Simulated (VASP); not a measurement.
Wanted: the native input for a VASP 6.6.1 run.

```
Task                   : relaxation of cell and atoms
Functional             : LDA
Potentials or basis    : VASP PAW LDA potentials, release 64 (Cu, Pd)
Cutoff                 : 600 eV
k mesh                 : 12 × 12 × 12
Occupations            : fermi-dirac, width 0.15 eV
Spin                   : no spin polarisation
Target pressure        : 8 GPa
Dipole correction      : no
Further INCAR settings : ALGO = Fast; EDIFF = 1e-07; IBRION = 2; EDIFFG = -0.001; NSW = 80; ISIF = 3
```

The structure of Cu3Pd lies in POSCAR:

```
Cu3Pd
1.0
    3.6127376682      0.0000000000      0.0000000000
    0.0000000000      3.6127376682      0.0000000000
    0.0000000000      0.0000000000      3.6127376682
Cu Pd
3 1
Direct
    0.0000000000      0.5000000000      0.5000000000
    0.5000000000      0.0000000000      0.5000000000
    0.5000000000      0.5000000000      0.0000000000
    0.0000000000      0.0000000000      0.0000000000
```

The input as run:

INCAR

```
PREC = Accurate
ENCUT = 600
EDIFF = 1E-7
ISMEAR = -1
SIGMA = 0.15
LREAL = False
LASPH = True
NELM = 60
ALGO = Fast
ISIF = 3
LWAVE = False
LCHARG = False
IBRION = 2
NSW = 80
EDIFFG = -0.001
PSTRESS = 80.0
```

KPOINTS

```
Automatic mesh
0
Gamma
  12 12 12
```

Potentials or basis: VASP PAW LDA potentials, release 64 (Cu, Pd).

Run with:

```console
$ cat potpaw_LDA.64/Cu/POTCAR potpaw_LDA.64/Pd/POTCAR > POTCAR
$ mpirun -np 1 vasp_std > vasp.out
```

It gave:

```yaml
Relaxed_volume: 11.40 Å³/atom
Relaxed_cell: a = 3.572 Å, b = 3.572 Å, c = 3.572 Å, α = 90.00°, β = 90.00°, γ = 90.00°
Space_group_after_relaxing_to_0.1_Å: Pm-3m (No. 221)
Energy_change_on_relaxing_the_run_minimises_the_enthalpy: +10.5 meV/atom
Ionic_steps: 4
Pressure_after_relaxing: 8.0 GPa
Band_gap_on_the_k_mesh: zero (an odd number of electrons rules out a gap without spin polarisation)
```

Caveat: the cell is relaxed towards a set pressure, so the run minimises the enthalpy, not the energy.

Wall time 11 min on 1 thread of Intel Xeon 8259CL, with other jobs on the host, peak memory 0.25 GiB.
